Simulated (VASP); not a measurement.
# MgO (P6_3/mmc) in VASP: a series of runs

The runs below take MgO through single point, with PBE.

Program: VASP 6.6.1. These are calculated values, not measurements. Logs are shortened: lines on timing, memory, paths and dates and some standing lists are left out, and cuts for length are marked.

### 1 The cell of the first run

Symmetry: P6_3/mmc, No. 194, hexagonal system. Conventional cell: a = 2.898 Å, b = 2.898 Å, c = 5.051 Å, α = 90.00°, β = 90.00°, γ = 120.00°. Mg (site symmetry -3m) has 6 O at 2.10 Å and 2 Mg at 2.53 Å within 2.8 Å. O (site symmetry -6m2) has 6 Mg at 2.10 Å within 2.8 Å.

### 2 Single point, PBE (volume changed by -6%)

Input file INCAR:

```
  PREC = Accurate
  ENCUT = 520
  EDIFF = 1E-6
  ISMEAR = 0
  SIGMA = 0.01
  LREAL = F
  LASPH = T
  NELM = 80
  ALGO = Normal
  ISIF = 2
  LWAVE = F
  LCHARG = F
  GGA = PE
  NBANDS = 16
```

Input file KPOINTS:

```
regular mesh
0
Gamma
  9 9 4
```

Input file POSCAR:

```
MgO
1.0
    2.8976817450      0.0000000000      0.0000000000
   -1.4488408725      2.5094660032      0.0000000000
    0.0000000000      0.0000000000      5.0514305709
Mg O
2 2
Direct
    0.0000000000      0.0000000000      0.0000000000
    0.0000000000      0.0000000000      0.5000000000
    0.3333333333      0.6666666667      0.2500000000
    0.6666666667      0.3333333333      0.7500000000
```

Potentials or basis: VASP PAW PBE potentials, release 64 (Mg, O).

On the command line:

```sh
> cat potpaw_PBE.64/Mg/POTCAR potpaw_PBE.64/O/POTCAR > POTCAR
> mpirun -np 1 vasp_std > vasp.out
```

OUTCAR:

```text
PREC = Accurate
   ENCUT = 520
   EDIFF = 1E-6
   ISMEAR = 0
   LREAL = F
   LASPH = T
   NELM = 80
   ISIF = 2
   GGA = PE

 ion  position               nearest neighbor table
   1  0.000  0.000  0.000-   3 2.10   4 2.10   3 2.10   4 2.10   4 2.10   3 2.10   2 2.53   2 2.53

   2  0.000  0.000  0.500-   3 2.10   4 2.10   3 2.10   4 2.10   4 2.10   3 2.10   1 2.53   1 2.53

   3  0.333  0.667  0.250-   1 2.10   2 2.10   1 2.10   2 2.10   1 2.10   2 2.10
   4  0.667  0.333  0.750-   1 2.10   2 2.10   1 2.10   2 2.10   1 2.10   2 2.10

  LATTYP: Found a hexagonal cell.
 ALAT       =     2.8976817450
 C/A-ratio  =     1.7432661746

  Lattice vectors:

 A1 = (   2.8976817450,   0.0000000000,   0.0000000000)
 A2 = (  -1.4488408725,   2.5094660032,   0.0000000000)
 A3 = (   0.0000000000,   0.0000000000,   5.0514305709)

Analysis of symmetry for initial positions (statically):
=====================================================================
 Subroutine PRICEL returns:
 Original cell was already a primitive cell.

 Routine SETGRP: Setting up the symmetry group for a
 hexagonal supercell.

 Subroutine GETGRP returns: Found 24 space group operations
 (whereof 12 operations were pure point group operations)
 out of a pool of 24 trial point group operations.

The static configuration has the point symmetry D_3d.
 The point group associated with its full space group is D_6h.

Analysis of symmetry for dynamics (positions and initial velocities):
=====================================================================
 Subroutine PRICEL returns:
 Original cell was already a primitive cell.

 Routine SETGRP: Setting up the symmetry group for a
 hexagonal supercell.

 Subroutine GETGRP returns: Found 24 space group operations
 (whereof 12 operations were pure point group operations)
 out of a pool of 24 trial point group operations.

The dynamic configuration has the point symmetry D_3d.
 The point group associated with its full space group is D_6h.

 Subroutine INISYM returns: Found 24 space group operations
 (whereof 12 operations are pure point group operations),
 and found     1 'primitive' translations

----------------------------------------------------------------------------------------

                                     Primitive cell

  volume of cell :      36.7322

  direct lattice vectors                    reciprocal lattice vectors
     2.897681745  0.000000000  0.000000000     0.345103461  0.199245576  0.000000000
    -1.448840872  2.509466003  0.000000000     0.000000000  0.398491153  0.000000000
     0.000000000  0.000000000  5.051430571     0.000000000  0.000000000  0.197963723

  length of vectors
     2.897681745  2.897681745  5.051430571     0.398491153  0.398491153  0.197963723

  position of ions in fractional coordinates (direct lattice)
     0.000000000  0.000000000  0.000000000
     0.000000000  0.000000000  0.500000000
     0.333333333  0.666666667  0.250000000
     0.666666667  0.333333333  0.750000000

  ion indices of the primitive-cell ions
   primitive index   ion index
                 1           1
                 2           2
                 3           3
                 4           4

----------------------------------------------------------------------------------------

 KPOINTS: regular mesh

Automatic generation of k-mesh.
 Grid dimensions read from file:
 generate k-points for:    9    9    4

 Generating k-lattice:

  Cartesian coordinates                     Fractional coordinates (reciprocal lattice)
     0.038344829  0.022138397  0.000000000     0.111111111  0.000000000  0.000000000
     0.000000000  0.044276795  0.000000000     0.000000000  0.111111111  0.000000000
     0.000000000  0.000000000  0.049490931     0.000000000  0.000000000  0.250000000

  Length of vectors
     0.044276795  0.044276795  0.049490931

  Shift w.r.t. Gamma in fractional coordinates (k-lattice)
     0.000000000  0.000000000  0.000000000

 Subroutine IBZKPT returns following result:
 ===========================================

 Found     36 irreducible k-points:

 Following reciprocal coordinates:
            Coordinates               Weight
  0.000000  0.000000  0.000000      1.000000
  0.111111  0.000000  0.000000      6.000000
  0.222222  0.000000  0.000000      6.000000
  0.333333 -0.000000  0.000000      6.000000
  0.444444  0.000000  0.000000      6.000000
  0.111111  0.111111  0.000000      6.000000
[... 16 lines left out ...]
  0.333333  0.222222  0.250000     24.000000
  0.333333  0.333333  0.250000      4.000000
 [... further k-points ...]
   k-points           NKPTS =     36   k-points in BZ     NKDIM =     36   number of bands    NBANDS=     16
   number of dos      NEDOS =    301   number of ions     NIONS =      4
   total plane-waves  NPLWV =  23040
   dimension x,y,z NGX =    24 NGY =   24 NGZ =   40
   dimension x,y,z NGXF=    48 NGYF=   48 NGZF=   80
   ions per type =               2   2
   NGX,Y,Z   is equivalent  to a cutoff of  13.77, 13.77, 13.16 a.u.
   NGXF,Y,Z  is equivalent  to a cutoff of  27.54, 27.54, 26.33 a.u.
 SYSTEM =  unknown system
   PREC   = accura    normal or accurate (medium, high low for compatibility)
   ISTART =      0    job   : 0-new  1-cont  2-samecut
   ICHARG =      2    charge: 1-file 2-atom 10-const
   ISPIN  =      1    spin polarized calculation?
   LNONCOLLINEAR =      F non collinear calculations
   LSORBIT =      F    spin-orbit coupling
   LASPH  =      T    aspherical Exc in radial PAW
   ENCUT  =  520.0 eV  38.22 Ry    6.18 a.u.   5.39  5.39  9.39*2*pi/ulx,y,z
   NELM   =     80;   NELMIN=  2; NELMDL= -5     # of ELM steps
   EDIFF  = 0.1E-05   stopping-criterion for ELM
   LREAL  =      F    real-space projection
   EDIFFG = 0.1E-04   stopping-criterion for IOM
   NSW    =      0    number of steps for IOM
   IBRION =     -1    ionic relax: 0-MD 1-quasi-New 2-CG
   NFREE  =      0    steps in history (QN), initial steepest desc. (CG)
   ISIF   =      2    stress and relaxation
   ISYM   =      2    0-nonsym 1-usesym 2-fastsym
   POTIM  = 0.5000    time-step for ionic-motion
   TEBEG  =    0.0;   TEEND  =   0.0 temperature during run
   PSTRESS=    0.0 pullay stress
   NELECT =      16.0000    total number of electrons
   NUPDOWN=      -1.0000    fix difference up-down
   EMIN   =  10.00;   EMAX   =-10.00  energy-range for DOS
   EFERMI =   0.00;   METHOD = LEGACY
   ISMEAR =     0;   SIGMA  =   0.01  broadening in eV -4-tet -1-fermi 0-gaus
   EFERMI_NEDOS =   21; number of points for ismear=-14 and -15
   IALGO  =     38    algorithm
   IMIX   =      4    mixing-type and parameters
     AMIX     =   0.40;   BMIX     =  1.00
     AMIX_MAG =   1.60;   BMIX_MAG =  1.00
  volume/ion in A,a.u.               =       9.18        61.97
  Fermi-wavevector in a.u.,A,eV,Ry     =   1.240984  2.345119 20.953519  1.540040
  Thomas-Fermi vector in A             =   2.375401
   LORBIT       =      0    0 simple, 1 ext, 2 COOP (PROOUT), +10 PAW based schemes
   GGA     = PE    functional components
   LHFCALC =     F    Hartree Fock is set to
   AEXX    =    0.0000 exact exchange contribution
   IVDW    =     0    specifies the selected vdW correction
   LEPSILON=     F    determine dielectric tensor
   LRPA    =     F    only Hartree local field effects (RPA)
 non-spin polarized calculation
 Gauss-broadening in eV      SIGMA  =   0.01
  energy-cutoff  :      520.00
  volume of cell :       36.73
 maximum number of plane-waves:      1009
 NGX is ok and might be reduce to    24
   NGX = 11   NGY = 11   NGZ = 19

 number of electron      15.9999994 magnetization

 Free energy of the ion-electron system (eV)
  ---------------------------------------------------
  ext. energy  EPLUGINS =         0.00000000
  ---------------------------------------------------
  free energy    TOTEN  =       -23.16044132 eV

  energy without entropy =      -23.16044132  energy(sigma->0) =      -23.16044132

 E-fermi :   3.6512     XC(G=0): -11.1458

 val. band max:        3.4983423319   @ k =   0.0000   0.0000   0.0000
 cond. band min:       8.1941957821   @ k =   0.0000   0.0000   0.0000
 fundamental gap:      4.6958534502
 Fermi energy:         3.6512014984

 k-point     1 :       0.0000    0.0000    0.0000
  band No.  band energies     occupation
      1     -14.0200      2.00000
      2     -12.8611      2.00000
      3      -1.5745      2.00000
      4       2.9548      2.00000
      5       2.9548      2.00000
      6       2.9743      2.00000
[... 8 lines left out ...]
     15      21.0787      0.00000
     16      21.0787      0.00000

 k-point     2 :       0.1111    0.0000    0.0000
  band No.  band energies     occupation
      1     -13.8935      2.00000
      2     -12.7989      2.00000
      3      -1.3883      2.00000
      4       2.4359      2.00000
      5       2.7967      2.00000
      6       2.8614      2.00000
[... 8 lines left out ...]
     15      20.9897      0.00000
     16      21.0092      0.00000

 k-point     3 :       0.2222    0.0000    0.0000
  band No.  band energies     occupation
      1     -13.5480      2.00000
      2     -12.6413      2.00000
      3      -0.8644      2.00000
      4       1.1790      2.00000
      5       1.5715      2.00000
      6       2.6358      2.00000
[... 8 lines left out ...]
     15      20.9253      0.00000
     16      21.5330      0.00000

 k-point     4 :       0.3333   -0.0000    0.0000
  band No.  band energies     occupation
      1     -13.0917      2.00000
      2     -12.4758      2.00000
      3      -0.1297      2.00000
      4      -0.1149      2.00000
      5       0.5415      2.00000
      6       2.3959      2.00000
[... 8 lines left out ...]
     15      20.3199      0.00000
     16      22.4793      0.00000

 k-point     5 :       0.4444    0.0000    0.0000
  band No.  band energies     occupation
      1     -12.7065      2.00000
      2     -12.4198      2.00000
      3      -0.9241      2.00000
      4      -0.0534      2.00000
      5       0.6165      2.00000
      6       1.9636      2.00000
[... 8 lines left out ...]
     15      20.0024      0.00000
     16      22.9136      0.00000

 k-point     6 :       0.1111    0.1111    0.0000
  band No.  band energies     occupation
      1     -13.6571      2.00000
      2     -12.6886      2.00000
      3      -1.0331      2.00000
      4       1.7221      2.00000
      5       1.7780      2.00000
      6       2.6864      2.00000
[... 8 lines left out ...]
     15      20.7429      0.00000
     16      20.9722      0.00000
[... 267 lines left out ...]
 k-point    21 :       0.4444    0.1111    0.2500
  band No.  band energies     occupation
      1     -12.5679      2.00000
      2     -12.4365      2.00000
      3      -0.9824      2.00000
      4      -0.4107      2.00000
      5       1.1869      2.00000
      6       1.9549      2.00000
[... 8 lines left out ...]
     15      19.2149      0.00000
     16      22.2182      0.00000

 k-point    22 :       0.2222    0.2222    0.2500
  band No.  band energies     occupation
      1     -12.8098      2.00000
      2     -12.4745      2.00000
      3      -0.2593      2.00000
      4      -0.1946      2.00000
      5       1.1626      2.00000
      6       1.5042      2.00000
[... 8 lines left out ...]
     15      18.3243      0.00000
     16      21.7915      0.00000

 k-point    23 :       0.3333    0.2222    0.2500
  band No.  band energies     occupation
      1     -12.5367      2.00000
      2     -12.3955      2.00000
      3      -0.5421      2.00000
      4      -0.1558      2.00000
      5       0.8473      2.00000
      6       1.3920      2.00000
[... 8 lines left out ...]
     15      18.1413      0.00000
     16      22.0265      0.00000

 k-point    24 :       0.3333    0.3333    0.2500
  band No.  band energies     occupation
      1     -12.4047      2.00000
      2     -12.4047      2.00000
      3      -0.0393      2.00000
      4       0.0761      2.00000
      5       0.0761      2.00000
      6       0.9317      2.00000
[... 8 lines left out ...]
     15      18.1547      0.00000
     16      22.3300      0.00000

 [... further k-points ...]

------------------------ aborting loop because EDIFF is reached ----------------------------------------

  FORCE on cell =-STRESS in cart. coord.  units (eV):
  Direction    XX          YY          ZZ          XY          YZ          ZX
  --------------------------------------------------------------------------------------
  -------------------------------------------------------------------------------------
  Total        2.0950534      2.0950534      2.3230091      0.0000000     -0.0000000      0.0000000
  in kB       91.3817107     91.3817107    101.3246493      0.0000000     -0.0000000      0.0000000
  external PRESSURE =      94.6960236 kB  Pullay stress =       0.0000000 kB

 VOLUME and BASIS-vectors are now :
 -----------------------------------------------------------------------------
  energy-cutoff  :      520.00
  volume of cell :       36.73
      direct lattice vectors                 reciprocal lattice vectors
     2.897681745  0.000000000  0.000000000     0.345103461  0.199245576  0.000000000
    -1.448840872  2.509466003  0.000000000     0.000000000  0.398491153  0.000000000
     0.000000000  0.000000000  5.051430571     0.000000000  0.000000000  0.197963723

 POSITION                                       TOTAL-FORCE (eV/Angst)
 -----------------------------------------------------------------------------------
      0.00000      0.00000      0.00000        -0.000000      0.000000     -0.000000
      0.00000      0.00000      2.52572        -0.000000      0.000000     -0.000000
     -0.00000      1.67298      1.26286         0.000000     -0.000000     -0.000000
      1.44884      0.83649      3.78857        -0.000000      0.000000      0.000000
 -----------------------------------------------------------------------------------
    total drift:                               -0.000000      0.000000     -0.000000

  FREE ENERGIE OF THE ION-ELECTRON SYSTEM (eV)
  ---------------------------------------------------
  free  energy   TOTEN  =       -23.1604413182 eV

  energy  without entropy=      -23.1604413182  energy(sigma->0) =      -23.16044132
```

Run time: 17 s. Hardware: 1 thread of Intel Xeon 6975P-C, shared host; peak memory 0.16 GiB.

What came out:

```
Free energy            : -23.1604 eV
Pressure               : 9.5 GPa
Band gap on the k mesh : 4.70 eV, direct
```

Stress tensor (GPa, compression positive):
```
 9.14  0.00  0.00
 0.00  9.14  0.00
 0.00  0.00 10.13
```

Levels at points of the mesh, in eV from the valence-band top:
```
           k point  band 4  band 5  band 6  band 7  band 8  band 9  band 10  band 11  band 12  band 13
(0.00, 0.00, 0.00)   -0.54   -0.54   -0.52    0.00    0.00    4.70     8.32    12.04    13.08    17.18
(0.00, 0.00, 0.50)   -3.16   -0.28   -0.28   -0.28   -0.28    7.14     7.14    12.10    12.10    16.83
```

### 3 Single point, PBE (volume changed by -3%)

Input file INCAR:

```
SYSTEM = MgO
PREC     = Accurate       ! precision mode
ENCUT    = 520            ! plane-wave cutoff, eV
EDIFF    = 1E-6           ! SCF threshold, eV
ISMEAR   = 0              ! smearing method
SIGMA    = 0.01           ! smearing width, eV
LREAL    = .FALSE.        ! projectors in reciprocal space
LASPH    = .TRUE.         ! aspherical terms in the spheres
NELM     = 100            ! most SCF steps
ALGO     = Normal         ! electronic algorithm
ISIF     = 2              ! what is computed and relaxed
LWAVE    = .FALSE.        ! write WAVECAR
LCHARG   = .FALSE.        ! write CHGCAR
GGA      = PE             ! functional
NBANDS   = 16             ! bands
```

Input file KPOINTS:

```
Automatic mesh
0
G
  9 9 4
  0 0 0
```

Input file POSCAR:

```
MgO
1.0
    2.9281858997      0.0000000000      0.0000000000
   -1.4640929499      2.5358833762      0.0000000000
    0.0000000000      0.0000000000      5.1046074321
Mg O
2 2
Direct
    0.0000000000      0.0000000000      0.0000000000
    0.0000000000      0.0000000000      0.5000000000
    0.3333333333      0.6666666667      0.2500000000
    0.6666666667      0.3333333333      0.7500000000
```

Potentials or basis: VASP PAW PBE potentials, release 64 (Mg, O).

On the command line:

```sh
> cat potpaw_PBE.64/Mg/POTCAR potpaw_PBE.64/O/POTCAR > POTCAR
> mpirun -np 1 vasp_std > vasp.out
```

Wall time 17 s (1 thread of Intel Xeon 6975P-C, shared host); peak memory 0.17 GiB.

It converged, with:

```yaml
Free_energy: -23.2107 eV
Pressure: 4.0 GPa
Band_gap_on_the_k_mesh: 4.39 eV, direct
```

Stress tensor (GPa, compression positive):
```
3.85 0.00 0.00
0.00 3.85 0.00
0.00 0.00 4.30
```

Levels at points of the mesh, in eV from the valence-band top:
```
           k point  band 5  band 6  band 7  band 8  band 9  band 10  band 11  band 12
(0.00, 0.00, 0.00)   -0.51   -0.51    0.00    0.00    4.39     8.09    11.67    12.95
(0.00, 0.00, 0.50)   -0.26   -0.26   -0.26   -0.26    6.84     6.84    11.89    11.89
```

[end of part 1 of 2]
